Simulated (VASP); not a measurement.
# Au (Fm-3m) in VASP: further runs, part 2 of 2

VASP 6.6.1. The steps go on from the part before.

## 3. Relaxation of cell and atoms, PBEsol+D4

This run uses another cell than the first one, of 16.85 Å³/atom.

Contents of INCAR:

```
PREC = Accurate
ENCUT = 500
EDIFF = 1E-7
ISMEAR = -1
SIGMA = 0.05
LREAL = F
LASPH = T
NELM = 120
ALGO = Normal
ISIF = 3
LWAVE = F
LCHARG = F
GGA = PS
IVDW = 13
IBRION = 2
NSW = 60
EDIFFG = -0.02
GGA_COMPAT = F
NELMIN = 4
```

Contents of KPOINTS:

```
Automatic mesh
0
Gamma
  9 9 9
```

Contents of POSCAR:

```
Au
1.0
    0.0000000000      2.0350000000      2.0350000000
    2.0350000000      0.0000000000      2.0350000000
    2.0350000000      2.0350000000      0.0000000000
Au
1
Direct
    0.0000000000      0.0000000000      0.0000000000
```

Potentials or basis: VASP PAW PBE potentials, release 64 (Au).

On the command line:

```bash
$ cat potpaw_PBE.64/Au/POTCAR > POTCAR
$ mpirun -np 1 vasp_std > vasp.out
```

OUTCAR:

```text
PREC = Accurate
   ENCUT = 500
   EDIFF = 1E-7
   ISMEAR = -1
   LREAL = F
   LASPH = T
   NELM = 120
   ISIF = 3
   GGA = PS
   IVDW = 13
   IBRION = 2
   NSW = 60
   EDIFFG = -0.02
   NELMIN = 4

 ion  position               nearest neighbor table
   1  0.000  0.000  0.000-

  LATTYP: Found a face centered cubic cell.
 ALAT       =     4.0700000000

  Lattice vectors:

 A1 = (   0.0000000000,   2.0350000000,   2.0350000000)
 A2 = (   2.0350000000,   0.0000000000,   2.0350000000)
 A3 = (   2.0350000000,   2.0350000000,   0.0000000000)

Analysis of symmetry for initial positions (statically):
=====================================================================
 Subroutine PRICEL returns:
 Original cell was already a primitive cell.

 Routine SETGRP: Setting up the symmetry group for a
 face centered cubic supercell.

 Subroutine GETGRP returns: Found 48 space group operations
 (whereof 48 operations were pure point group operations)
 out of a pool of 48 trial point group operations.

The static configuration has the point symmetry O_h .

Analysis of symmetry for dynamics (positions and initial velocities):
=====================================================================
 Subroutine PRICEL returns:
 Original cell was already a primitive cell.

 Routine SETGRP: Setting up the symmetry group for a
 face centered cubic supercell.

 Subroutine GETGRP returns: Found 48 space group operations
 (whereof 48 operations were pure point group operations)
 out of a pool of 48 trial point group operations.

The dynamic configuration has the point symmetry O_h .

 Subroutine INISYM returns: Found 48 space group operations
 (whereof 48 operations are pure point group operations),
 and found     1 'primitive' translations

----------------------------------------------------------------------------------------

                                     Primitive cell

  volume of cell :      16.8548

  direct lattice vectors                    reciprocal lattice vectors
     0.000000000  2.035000000  2.035000000    -0.245700246  0.245700246  0.245700246
     2.035000000  0.000000000  2.035000000     0.245700246 -0.245700246  0.245700246
     2.035000000  2.035000000  0.000000000     0.245700246  0.245700246 -0.245700246

  length of vectors
     2.877924599  2.877924599  2.877924599     0.425565309  0.425565309  0.425565309

  position of ions in fractional coordinates (direct lattice)
     0.000000000  0.000000000  0.000000000

  ion indices of the primitive-cell ions
   primitive index   ion index
                 1           1

----------------------------------------------------------------------------------------

 KPOINTS: Automatic mesh

Automatic generation of k-mesh.
 Grid dimensions read from file:
 generate k-points for:    9    9    9

 Generating k-lattice:

  Cartesian coordinates                     Fractional coordinates (reciprocal lattice)
    -0.027300027  0.027300027  0.027300027     0.111111111  0.000000000  0.000000000
     0.027300027 -0.027300027  0.027300027     0.000000000  0.111111111  0.000000000
     0.027300027  0.027300027 -0.027300027     0.000000000  0.000000000  0.111111111

  Length of vectors
     0.047285034  0.047285034  0.047285034

  Shift w.r.t. Gamma in fractional coordinates (k-lattice)
     0.000000000  0.000000000  0.000000000

 Subroutine IBZKPT returns following result:
 ===========================================

 Found     35 irreducible k-points:

 Following reciprocal coordinates:
            Coordinates               Weight
  0.000000  0.000000  0.000000      1.000000
  0.111111  0.000000  0.000000      8.000000
  0.222222  0.000000  0.000000      8.000000
  0.333333  0.000000  0.000000      8.000000
  0.444444  0.000000  0.000000      8.000000
  0.111111  0.111111  0.000000      6.000000
[... 16 lines left out ...]
 -0.333333  0.333333  0.000000     12.000000
  0.444444  0.444444  0.000000      6.000000
 [... further k-points ...]
   k-points           NKPTS =     35   k-points in BZ     NKDIM =     35   number of bands    NBANDS=      9
   number of dos      NEDOS =    301   number of ions     NIONS =      1
   total plane-waves  NPLWV =  13824
   dimension x,y,z NGX =    24 NGY =   24 NGZ =   24
   dimension x,y,z NGXF=    48 NGYF=   48 NGZF=   48
   ions per type =               1
   NGX,Y,Z   is equivalent  to a cutoff of  13.86, 13.86, 13.86 a.u.
   NGXF,Y,Z  is equivalent  to a cutoff of  27.73, 27.73, 27.73 a.u.
 SYSTEM =  unknown system
   PREC   = accura    normal or accurate (medium, high low for compatibility)
   ISTART =      0    job   : 0-new  1-cont  2-samecut
   ICHARG =      2    charge: 1-file 2-atom 10-const
   ISPIN  =      1    spin polarized calculation?
   LNONCOLLINEAR =      F non collinear calculations
   LSORBIT =      F    spin-orbit coupling
   LASPH  =      T    aspherical Exc in radial PAW
   ENCUT  =  500.0 eV  36.75 Ry    6.06 a.u.   5.25  5.25  5.25*2*pi/ulx,y,z
   NELM   =    120;   NELMIN=  4; NELMDL= -5     # of ELM steps
   EDIFF  = 0.1E-06   stopping-criterion for ELM
   LREAL  =      F    real-space projection
   EDIFFG = -.2E-01   stopping-criterion for IOM
   NSW    =     60    number of steps for IOM
   IBRION =      2    ionic relax: 0-MD 1-quasi-New 2-CG
   NFREE  =      1    steps in history (QN), initial steepest desc. (CG)
   ISIF   =      3    stress and relaxation
   ISYM   =      2    0-nonsym 1-usesym 2-fastsym
   POTIM  = 0.5000    time-step for ionic-motion
   TEBEG  =    0.0;   TEEND  =   0.0 temperature during run
   PSTRESS=    0.0 pullay stress
   NELECT =      11.0000    total number of electrons
   NUPDOWN=      -1.0000    fix difference up-down
   EMIN   =  10.00;   EMAX   =-10.00  energy-range for DOS
   EFERMI =   0.00;   METHOD = LEGACY
   ISMEAR =    -1;   SIGMA  =   0.05  broadening in eV -4-tet -1-fermi 0-gaus
   EFERMI_NEDOS =   21; number of points for ismear=-14 and -15
   IALGO  =     38    algorithm
   IMIX   =      4    mixing-type and parameters
     AMIX     =   0.40;   BMIX     =  1.00
     AMIX_MAG =   1.60;   BMIX_MAG =  1.00
  volume/ion in A,a.u.               =      16.85       113.74
  Fermi-wavevector in a.u.,A,eV,Ry     =   1.420032  2.683470 27.436005  2.016489
  Thomas-Fermi vector in A             =   2.540990
   LORBIT       =      0    0 simple, 1 ext, 2 COOP (PROOUT), +10 PAW based schemes
   GGA     = PS    functional components
   LHFCALC =     F    Hartree Fock is set to
   AEXX    =    0.0000 exact exchange contribution
   IVDW    =    13    specifies the selected vdW correction
   LEPSILON=     F    determine dielectric tensor
   LRPA    =     F    only Hartree local field effects (RPA)
 conjugate gradient relaxation of ions
 non-spin polarized calculation
  energy-cutoff  :      500.00
  volume of cell :       16.85
 maximum number of plane-waves:       440
 NGX is ok and might be reduce to    24
   NGX = 11   NGY = 11   NGZ = 11

--------------------------------------- Ionic step        1  -------------------------------------------

 number of electron      10.9999999 magnetization

 Free energy of the ion-electron system (eV)
  ---------------------------------------------------
  ext. energy  EPLUGINS =         0.00000000
  ---------------------------------------------------
  free energy    TOTEN  =        -3.94799029 eV

  energy without entropy =       -3.94748563  energy(sigma->0) =       -3.94773796

------------------------ aborting loop because EDIFF is reached ----------------------------------------

  DFT-D4 for vdW energy calculation

  Edisp (eV):   -0.40034
[... 69 lines left out ...]
--------------------------------------- Ionic step        3  -------------------------------------------

 number of electron      10.9999999 magnetization

 Free energy of the ion-electron system (eV)
  ---------------------------------------------------
  ext. energy  EPLUGINS =         0.00000000
  ---------------------------------------------------
  free energy    TOTEN  =        -3.94503525 eV

  energy without entropy =       -3.94450782  energy(sigma->0) =       -3.94477153

 E-fermi :   9.5792     XC(G=0): -13.0176

 val. band max:        9.2591154653   @ k =   0.4444   0.3333   0.0000
 cond. band min:       9.6318325384   @ k =   0.4444   0.4444   0.0000
 fundamental gap:      0.3727170731
 Fermi energy:         9.5791607143

 k-point     1 :       0.0000    0.0000    0.0000
  band No.  band energies     occupation
      1      -0.5026      2.00000
      2       4.8635      2.00000
      3       4.8635      2.00000
      4       4.8635      2.00000
      5       6.4543      2.00000
      6       6.4543      2.00000
      7      24.1299      0.00000
      8      28.2516      0.00000
      9      28.2516      0.00000
[... 265 lines left out ...]
 k-point    24 :       0.4444    0.4444    0.0000
  band No.  band energies     occupation
      1       2.4244      2.00000
      2       2.7666      2.00000
      3       7.6245      2.00000
      4       7.8960      2.00000
      5       7.8960      2.00000
      6       9.6318      0.51713
      7      16.7627      0.00000
      8      19.9908      0.00000
      9      19.9908      0.00000

 [... further k-points ...]

------------------------ aborting loop because EDIFF is reached ----------------------------------------

  DFT-D4 for vdW energy calculation

  Edisp (eV):   -0.40463
[... 24 lines left out ...]
  FREE ENERGIE OF THE ION-ELECTRON SYSTEM (eV)
  ---------------------------------------------------
  free  energy   TOTEN  =        -4.3496644729 eV

  energy  without entropy=       -4.3491370391  energy(sigma->0) =       -4.34940076

 reached required accuracy - stopping structural energy minimisation
```

CONTCAR:

```text
Au
   1.00000000000000
    -0.0000000000000000    2.0271612907114123    2.0271612907114123
     2.0271612907114123    0.0000000000000000    2.0271612907114123
     2.0271612907114123    2.0271612907114123   -0.0000000000000000
  Au
     1
Direct
     0.0000000000000000    0.0000000000000000    0.0000000000000000

  0.00000000E+00  0.00000000E+00  0.00000000E+00
```

Run time: 6.5 s. Hardware: 1 thread of Intel Xeon 6975P-C (Granite Rapids), shared host; peak memory 0.14 GiB.

What came out:

* Free energy: -4.3497 eV
* Relaxed volume: 16.66 Å³/atom
* Relaxed cell: a = 2.867 Å, b = 2.867 Å, c = 2.867 Å, α = 60.00°, β = 60.00°, γ = 60.00°
* Space group after relaxing (to 0.1 Å): Fm-3m (No. 225)
* Energy gained by relaxing: 1.3 meV/atom
* Ionic steps: 3
* Pressure after relaxing: 0.0 GPa
* Band gap on the k mesh: zero (an odd number of electrons rules out a gap without spin polarisation)
* Dispersion energy per atom: -0.405 eV

The path:
```
step  energy change (eV)  largest force (eV/Å)  pressure (GPa)  volume (Å³)
   1              0.0000                0.0000           -2.15        16.85
   2              0.0033                0.0000            4.32        16.31
   3             -0.0013                0.0000           -0.02        16.66
```

Final structure:
```
Au
1.0
     0.00000    2.02716    2.02716
     2.02716    0.00000    2.02716
     2.02716    2.02716    0.00000
Au
1
Cartesian
  0.0000 0.0000 0.0000
```

Levels at points of the mesh, in eV from the Fermi level:
| k point | band 2 | band 3 | band 4 | band 5 | band 6 | band 7 | band 8 | band 9 |
| --- | --- | --- | --- | --- | --- | --- | --- | --- |
| (0.00, 0.00, 0.00) | -4.72 | -4.72 | -4.72 | -3.12 | -3.12 | 14.55 | 18.67 | 18.67 |

Caveat: the PAW data sets were made with another functional, which shifts forces and pressure a little; spin-orbit coupling is left out, which moves the levels of the heavy elements.
